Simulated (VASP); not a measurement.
# CaS (Oldhamite) (Fm-3m) in VASP: a series of runs, part 2 of 2

VASP 6.6.1. The steps go on from the part before.

## Step 3: Single point, PBEsol

INCAR reads:

```
PREC     = Accurate       # precision mode
ENCUT    = 500            # plane-wave cutoff, eV
EDIFF    = 1E-6           # SCF threshold, eV
ISMEAR   = 0              # smearing method
SIGMA    = 0.01           # smearing width, eV
LREAL    = False          # projectors in reciprocal space
LASPH    = True           # aspherical terms in the spheres
NELM     = 120            # most SCF steps
ALGO     = Normal         # electronic algorithm
ISIF     = 2              # what is computed and relaxed
LWAVE    = False          # write WAVECAR
LCHARG   = False          # write CHGCAR
GGA      = PS             # functional
NBANDS   = 15             # bands
GGA_COMPAT= False
```

KPOINTS reads:

```
regular mesh
0
Gamma
  8 8 8
```

POSCAR reads:

```
CaS
1.0
    2.7881201342      2.7881201342      0.0000000000
   -2.7881201342      2.7881201342      0.0000000000
    0.0000000000      2.7881201342      2.7881201342
Ca S
1 1
Direct
    0.0000000000      0.0000000000      0.0000000000
    0.5000000000      0.5000000000      0.0000000000
```

Potentials or basis: VASP PAW PBE potentials, release 64 (Ca_sv, S).

Launch:

```
cat potpaw_PBE.64/Ca_sv/POTCAR potpaw_PBE.64/S/POTCAR > POTCAR
mpirun -np 1 vasp_std > vasp.out
```

OUTCAR:

```text
PREC = Accurate
   ENCUT = 500
   EDIFF = 1E-6
   ISMEAR = 0
   LREAL = False
   LASPH = True
   NELM = 120
   ISIF = 2
   GGA = PS

 ion  position               nearest neighbor table
   1  0.000  0.000  0.000-   2 2.79   2 2.79   2 2.79   2 2.79   2 2.79   2 2.79
   2  0.500  0.500  0.000-   1 2.79   1 2.79   1 2.79   1 2.79   1 2.79   1 2.79

  LATTYP: Found a face centered cubic cell.
 ALAT       =     5.5762402684

  Lattice vectors:

 A1 = (   0.0000000000,   2.7881201342,   2.7881201342)
 A2 = (   2.7881201342,   0.0000000000,   2.7881201342)
 A3 = (   2.7881201342,   2.7881201342,   0.0000000000)

Analysis of symmetry for initial positions (statically):
=====================================================================
 Subroutine PRICEL returns:
 Original cell was already a primitive cell.

 Routine SETGRP: Setting up the symmetry group for a
 face centered cubic supercell.

 Subroutine GETGRP returns: Found 48 space group operations
 (whereof 48 operations were pure point group operations)
 out of a pool of 48 trial point group operations.

The static configuration has the point symmetry O_h .

Analysis of symmetry for dynamics (positions and initial velocities):
[... 178 lines left out ...]
     10       7.1737      0.00000
     11       7.1737      0.00000
     12       7.4878      0.00000
     13       7.8607      0.00000
     14       7.8607      0.00000
[... 401 lines left out ...]
      2     -16.9297      2.00000
      3     -16.8083      2.00000
      4     -16.7763      2.00000
      5      -7.5126      2.00000
      6       0.2347      2.00000
      7       1.4566      2.00000
      8       1.8064      2.00000
      9       8.0876      0.00000
     10       8.4459      0.00000
     11       9.7418      0.00000
     12      10.1138      0.00000
     13      10.3924      0.00000
     14      11.3452      0.00000
     15      12.8361      0.00000

 [... further k-points ...]

------------------------ aborting loop because EDIFF is reached ----------------------------------------

  FORCE on cell =-STRESS in cart. coord.  units (eV):
  Direction    XX          YY          ZZ          XY          YZ          ZX
  --------------------------------------------------------------------------------------
  -------------------------------------------------------------------------------------
  Total        0.5993542      0.5993542      0.5993542      0.0000000     -0.0000000      0.0000000
  in kB       22.1528558     22.1528558     22.1528558      0.0000000     -0.0000000      0.0000000
  external PRESSURE =      22.1528558 kB  Pullay stress =       0.0000000 kB

 VOLUME and BASIS-vectors are now :
 -----------------------------------------------------------------------------
  energy-cutoff  :      500.00
  volume of cell :       43.35
      direct lattice vectors                 reciprocal lattice vectors
     2.788120134  2.788120134  0.000000000     0.179332301  0.179332301 -0.179332301
    -2.788120134  2.788120134  0.000000000    -0.179332301  0.179332301 -0.179332301
     0.000000000  2.788120134  2.788120134     0.000000000  0.000000000  0.358664603

 POSITION                                       TOTAL-FORCE (eV/Angst)
 -----------------------------------------------------------------------------------
      0.00000      0.00000      0.00000         0.000000      0.000000      0.000000
      0.00000      2.78812      0.00000        -0.000000     -0.000000      0.000000
 -----------------------------------------------------------------------------------
    total drift:                               -0.000000     -0.000000      0.000000

  FREE ENERGIE OF THE ION-ELECTRON SYSTEM (eV)
  ---------------------------------------------------
  free  energy   TOTEN  =       -10.9055262867 eV

  energy  without entropy=      -10.9055262867  energy(sigma->0) =      -10.90552629
```

OSZICAR:

```text
N       E                     dE             d eps       ncg     rms          rms(c)
DAV:   1     0.105736169000E+03    0.10574E+03   -0.73530E+03   870   0.966E+02
DAV:   2    -0.654677155881E+01   -0.11228E+03   -0.10655E+03  1101   0.250E+02
DAV:   3    -0.109474653275E+02   -0.44007E+01   -0.43658E+01  1147   0.473E+01
DAV:   4    -0.111281796280E+02   -0.18071E+00   -0.18060E+00  1247   0.836E+00
DAV:   5    -0.111296010326E+02   -0.14214E-02   -0.14213E-02  1168   0.770E-01    0.493E+00
DAV:   6    -0.109216765965E+02    0.20792E+00   -0.28408E-01  1059   0.298E+00    0.319E+00
DAV:   7    -0.109045667903E+02    0.17110E-01   -0.84749E-02  1151   0.193E+00    0.149E+00
DAV:   8    -0.109056245877E+02   -0.10578E-02   -0.12598E-02  1060   0.974E-01    0.211E-01
DAV:   9    -0.109054138180E+02    0.21077E-03   -0.76867E-04  1080   0.278E-01    0.623E-02
DAV:  10    -0.109055164570E+02   -0.10264E-03   -0.14771E-04  1161   0.850E-02    0.162E-02
DAV:  11    -0.109055265980E+02   -0.10141E-04   -0.21273E-05  1031   0.460E-02    0.130E-02
DAV:  12    -0.109055262867E+02    0.31129E-06   -0.12559E-06   887   0.784E-03
   1 F= -.10905526E+02 E0= -.10905526E+02  d E =-.136646E-19
```

stdout:

```text
POSCAR found type information on POSCAR CaS
 POSCAR found :  2 types and       2 ions
 scaLAPACK will be used
 -----------------------------------------------------------------------------
|                                                                             |
|                                                                             |
|     You enforced a specific xc type in the INCAR file but a different       |
|     I HOPE YOU KNOW WHAT YOU ARE DOING!                                     |
|                                                                             |
 -----------------------------------------------------------------------------

 LDA part: xc-table for (Slater+PW92), standard interpolation
 POSCAR, INCAR and KPOINTS ok, starting setup
 FFT: planning ... GRIDC
 FFT: planning ... GRID_SOFT
 FFT: planning ... GRID
 WAVECAR not read
 entering main loop
```

It used 25 s of CPU time on 1 thread of AMD EPYC 7R13 Processor (Zen 3) (shared host).

What came out:

| Quantity | Value |
| --- | --- |
| Free energy | -10.9055 eV |
| Pressure | 2.2 GPa |
| Band gap on the k mesh | 2.07 eV, indirect (least direct gap 2.94 eV) |

Levels at points of the mesh, in eV from the valence-band top:
| k point | band 6 | band 7 | band 8 | band 9 | band 10 | band 11 |
| --- | --- | --- | --- | --- | --- | --- |
| (0.00, 0.00, 0.00) | 0.00 | 0.00 | 0.00 | 4.06 | 4.06 | 4.06 |
| (0.50, 0.00, 0.00) | -3.39 | -1.32 | -1.32 | 5.18 | 6.22 | 6.36 |
| (0.50, 0.50, 0.00) | -2.45 | -0.87 | -0.87 | 2.07 | 5.69 | 6.20 |

Caveat: the PAW data sets were made with another functional, which shifts forces and pressure a little. A k mesh can miss the band edges.

## Step 4: Single point, PBEsol

This run uses another cell than the first one, of 22.36 Å³/atom, 1.032 times its volume.

INCAR reads:

```
SYSTEM = CaS
ALGO     = Normal         ! electronic algorithm
EDIFF    = 1E-6           ! SCF threshold, eV
ENCUT    = 500            ! plane-wave cutoff, eV
GGA      = PS             ! functional
GGA_COMPAT= .False.      
ISIF     = 2              ! what is computed and relaxed
ISMEAR   = 0              ! smearing method
LASPH    = .True.         ! aspherical terms in the spheres
LCHARG   = .True.         ! write CHGCAR
LELF     = .True.         ! ELF
LREAL    = .False.        ! projectors in reciprocal space
LVHAR    = .True.       
LWAVE    = .False.        ! write WAVECAR
NBANDS   = 15             ! bands
NELM     = 120            ! most SCF steps
PREC     = Accurate       ! precision mode
SIGMA    = 0.01           ! smearing width, eV
```

KPOINTS reads:

```
k-points
0
Gamma
  8 8 8
  0 0 0
```

POSCAR reads:

```
CaS
1.0
    2.8171705700      2.8171705700      0.0000000000
   -2.8171705700      2.8171705700      0.0000000000
    0.0000000000      2.8171705700      2.8171705700
Ca S
1 1
Direct
    0.0000000000      0.0000000000      0.0000000000
    0.5000000000      0.5000000000      0.0000000000
```

Launch:

```
cat potpaw_PBE.64/Ca_sv/POTCAR potpaw_PBE.64/S/POTCAR > POTCAR
mpirun -np 1 vasp_std > vasp.out
```

It used 31 s of CPU time on 1 thread of AMD EPYC 7R13 Processor (Zen 3) (shared host).

Results (log left out):

* Free energy: -10.9160 eV
* Pressure: 0.2 GPa
* Band gap on the k mesh: 2.15 eV, indirect (least direct gap 3.00 eV)

Levels at points of the mesh, in eV from the valence-band top:
```tsv
k point	band 5	band 6	band 7	band 8	band 9	band 10	band 11	band 12
(0.00, 0.00, 0.00)	-11.44	0.00	0.00	0.00	4.08	4.08	4.08	4.17
(0.50, 0.00, 0.00)	-10.53	-3.28	-1.25	-1.25	5.12	6.12	6.26	6.26
(0.50, 0.50, 0.00)	-10.77	-2.39	-0.84	-0.84	2.15	5.64	6.05	6.90
```

Caveat: the PAW data sets were made with another functional, which shifts forces and pressure a little. A k mesh can miss the band edges.

## Step 5: Single point, PBEsol

This run uses another cell than the first one, of 23.16 Å³/atom, 1.068 times its volume.

INCAR reads:

```
SYSTEM = CaS
  ALGO = Normal
  EDIFF = 1E-6
  ENCUT = 500
  GGA = PS
  GGA_COMPAT = .False.
  ISIF = 2
  ISMEAR = 0
  LASPH = .True.
  LCHARG = .True.
  LELF = .True.
  LREAL = .False.
  LVHAR = .True.
  LWAVE = .False.
  NBANDS = 15
  NELM = 120
  PREC = Accurate
  SIGMA = 0.01
```

KPOINTS is that of step 4.

POSCAR reads:

```
CaS
1.0
    2.8503462836      2.8503462836      0.0000000000
   -2.8503462836      2.8503462836      0.0000000000
    0.0000000000      2.8503462836      2.8503462836
Ca S
1 1
Direct
    0.0000000000      0.0000000000      0.0000000000
    0.5000000000      0.5000000000      0.0000000000
```

Launch:

```
cat potpaw_PBE.64/Ca_sv/POTCAR potpaw_PBE.64/S/POTCAR > POTCAR
mpirun -np 1 vasp_std > vasp.out
```

It used 26 s of CPU time on 1 thread of AMD EPYC 7R13 Processor (Zen 3), with other jobs on the host.

It converged, with:

```
Free energy            : -10.9078 eV
Pressure               : -1.9 GPa
Band gap on the k mesh : 2.24 eV, indirect (least direct gap 3.06 eV)
```

Levels at points of the mesh, in eV from the valence-band top:
```
           k point  band 6  band 7  band 8  band 9  band 10  band 11
(0.00, 0.00, 0.00)    0.00    0.00    0.00    3.95     4.09     4.09
(0.50, 0.00, 0.00)   -3.15   -1.17   -1.17    5.05     6.01     6.16
(0.50, 0.50, 0.00)   -2.32   -0.82   -0.82    2.24     5.58     5.87
```

Caveat: the PAW data sets were made with another functional, which shifts forces and pressure a little. A k mesh can miss the band edges.

## Step 6: Relaxation of cell and atoms, PBEsol, target pressure -2 GPa, at which the enthalpy is minimised

This run uses another cell than the first one, of 22.36 Å³/atom, 1.032 times its volume.

INCAR reads:

```
SYSTEM = CaS
  PREC = Accurate
  ENCUT = 500
  EDIFF = 1E-7
  ISMEAR = 0
  SIGMA = 0.01
  LREAL = .FALSE.
  LASPH = .TRUE.
  NELM = 120
  ALGO = Normal
  ISIF = 3
  LWAVE = .FALSE.
  LCHARG = .FALSE.
  GGA = PS
  IBRION = 2
  NSW = 100
  EDIFFG = -0.002
  PSTRESS = -20.0
  GGA_COMPAT = .FALSE.
  NELMIN = 4
```

KPOINTS reads:

```
regular mesh
0
G
  8 8 8
  0 0 0
```

POSCAR reads:

```
CaS
1.0
    2.8171705700      2.8171705700      0.0000000000
   -2.8171705700      2.8171705700      0.0000000000
    0.0000000000      2.8171705700      2.8171705700
Ca S
1 1
Direct
    0.0000000000      0.0000000000      0.0000000000
    0.5000000000      0.5000000000      0.0000000000
```

Potentials or basis: VASP PAW PBE potentials, release 64 (Ca_sv, S).

Launch:

```
cat potpaw_PBE.64/Ca_sv/POTCAR potpaw_PBE.64/S/POTCAR > POTCAR
mpirun -np 1 vasp_std > vasp.out
```

OUTCAR:

```text
SYSTEM = CaS
   PREC = Accurate
   ENCUT = 500
   EDIFF = 1E-7
   ISMEAR = 0
   LREAL = .FALSE.
   LASPH = .TRUE.
   NELM = 120
   ISIF = 3
   GGA = PS
   IBRION = 2
   NSW = 100
   EDIFFG = -0.002
   PSTRESS = -20.0
   NELMIN = 4

 ion  position               nearest neighbor table
   1  0.000  0.000  0.000-   2 2.82   2 2.82   2 2.82   2 2.82   2 2.82   2 2.82
   2  0.500  0.500  0.000-   1 2.82   1 2.82   1 2.82   1 2.82   1 2.82   1 2.82

  LATTYP: Found a face centered cubic cell.
 ALAT       =     5.6343411400

  Lattice vectors:

 A1 = (   0.0000000000,   2.8171705700,   2.8171705700)
 A2 = (   2.8171705700,   0.0000000000,   2.8171705700)
 A3 = (   2.8171705700,   2.8171705700,   0.0000000000)

Analysis of symmetry for initial positions (statically):
=====================================================================
 Subroutine PRICEL returns:
 Original cell was already a primitive cell.
[... 269 lines left out ...]
      3     -17.4604      2.00000
      4     -17.4604      2.00000
      5      -8.7003      2.00000
      6       2.6128      2.00000
      7       2.6128      2.00000
      8       2.6128      2.00000
      9       6.5503      0.00000
     10       6.7012      0.00000
     11       6.7012      0.00000
     12       6.7012      0.00000
[... 331 lines left out ...]
 k-point    24 :       0.5000    0.2500    0.1250
  band No.  band energies     occupation
      1     -36.3861      2.00000
      2     -17.5988      2.00000
      3     -17.5109      2.00000
      4     -17.4871      2.00000
      5      -7.9151      2.00000
      6      -0.0599      2.00000
      7       1.0937      2.00000
      8       1.4343      2.00000
      9       7.4964      0.00000
     10       7.8369      0.00000
     11       9.0085      0.00000
     12       9.3011      0.00000

 [... further k-points ...]

------------------------ aborting loop because EDIFF is reached ----------------------------------------

  FORCE on cell =-STRESS in cart. coord.  units (eV):
  Direction    XX          YY          ZZ          XY          YZ          ZX
  --------------------------------------------------------------------------------------
  -------------------------------------------------------------------------------------
  Total       -0.5786840     -0.5786840     -0.5786840      0.0000000      0.0000000      0.0000000
  in kB      -19.9768340    -19.9768340    -19.9768340      0.0000000      0.0000000      0.0000000
  external PRESSURE =       0.0231660 kB  Pullay stress =     -20.0000000 kB
[... 21 lines left out ...]
  energy  without entropy=      -10.9058461656  energy(sigma->0) =      -10.90584617

  enthalpy is  TOTEN    =       -11.4852012042 eV   P V=       -0.5793550386

 reached required accuracy - stopping structural energy minimisation
```

OSZICAR:

```text
N       E                     dE             d eps       ncg     rms          rms(c)
DAV:   1     0.111322595824E+03    0.11132E+03   -0.77926E+03   696   0.122E+03
DAV:   2    -0.490491873713E+01   -0.11623E+03   -0.11129E+03   784   0.292E+02
DAV:   3    -0.108474111964E+02   -0.59425E+01   -0.55314E+01   908   0.608E+01
DAV:   4    -0.111379863746E+02   -0.29058E+00   -0.29014E+00  1188   0.125E+01
[... 27 lines left out ...]
DAV:   4    -0.109058112681E+02   -0.31786E-04   -0.75621E-05   880   0.987E-02    0.385E-02
DAV:   5    -0.109058475825E+02   -0.36314E-04   -0.96068E-05  1132   0.333E-02    0.816E-03
DAV:   6    -0.109058467073E+02    0.87518E-06   -0.12232E-06   852   0.992E-03    0.512E-03
DAV:   7    -0.109058461935E+02    0.51375E-06   -0.23984E-06  1100   0.751E-03    0.301E-03
DAV:   8    -0.109058461656E+02    0.27934E-07   -0.86717E-08   584   0.270E-03
   3 F= -.11485201E+02 E0= -.11485201E+02  d E =-.110043E-01
```

It used 110 s of CPU time on 1 thread of AMD EPYC 7R13 Processor (Zen 3), with other jobs on the host.

Results:

* Free energy: -10.9058 eV
* Relaxed volume: 23.21 Å³/atom
* Relaxed cell: a = 4.034 Å, b = 4.034 Å, c = 4.034 Å, α = 60.00°, β = 60.00°, γ = 90.00°
* Space group after relaxing (to 0.05 Å): Fm-3m (No. 225)
* Energy change on relaxing (the enthalpy is what falls): +5.1 meV/atom
* Ionic steps: 3
* Pressure after relaxing: -2.0 GPa
* Band gap on the k mesh: 2.25 eV, indirect (least direct gap 3.06 eV)

The path:
| step | energy change (eV) | largest force (eV/Å) | pressure (GPa) | volume (Å³) |
| --- | --- | --- | --- | --- |
| 1 | 0.0000 | 0.0000 | 0.15 | 44.72 |
| 2 | 0.0139 | 0.0000 | -2.31 | 46.69 |
| 3 | 0.0102 | 0.0000 | -2.00 | 46.41 |

Final structure:
```
Ca S
1.0
     2.85232    2.85232    0.00000
    -2.85232    2.85232    0.00000
     0.00000    2.85232    2.85232
Ca S
1 1
Direct
  0.00000 0.00000 0.00000
  0.50000 0.50000 0.00000
```

Caveat: the cell is relaxed towards a set pressure, so the enthalpy falls and the energy may rise; the PAW data sets were made with another functional, which shifts forces and pressure a little. Expect the measured gap to be larger: semilocal functionals such as PBEsol lack the derivative discontinuity.

## Step 7: Overview

```tsv
task	cell	gap on the mesh (eV)	pressure (GPa)
single point	a = 3.943 Å, angles 60.0, 60.0, 90.0°, 2 atoms	2.07	2.2
single point	a = 3.984 Å, angles 60.0, 60.0, 90.0°, 2 atoms	2.15	0.2
single point	a = 4.031 Å, angles 60.0, 60.0, 90.0°, 2 atoms	2.24	-1.9
relaxation of cell and atoms	relaxed to -2 GPa from a = 3.984 Å, angles 60.0, 60.0, 90.0°, 2 atoms	2.25	-2.0
```

Alike in all rows: level PBEsol; potentials or basis VASP PAW PBE potentials, release 64 (Ca_sv, S); no spin polarisation; k mesh 8 × 8 × 8; cutoff (eV) 500; smearing gaussian 0.01 eV.

Caveats: the PAW data sets were made with another functional, which shifts forces and pressure a little; the cell is relaxed towards a set pressure, so the enthalpy falls and the energy may rise (some runs).

Absolute energies hang on the potentials; compare differences alone.
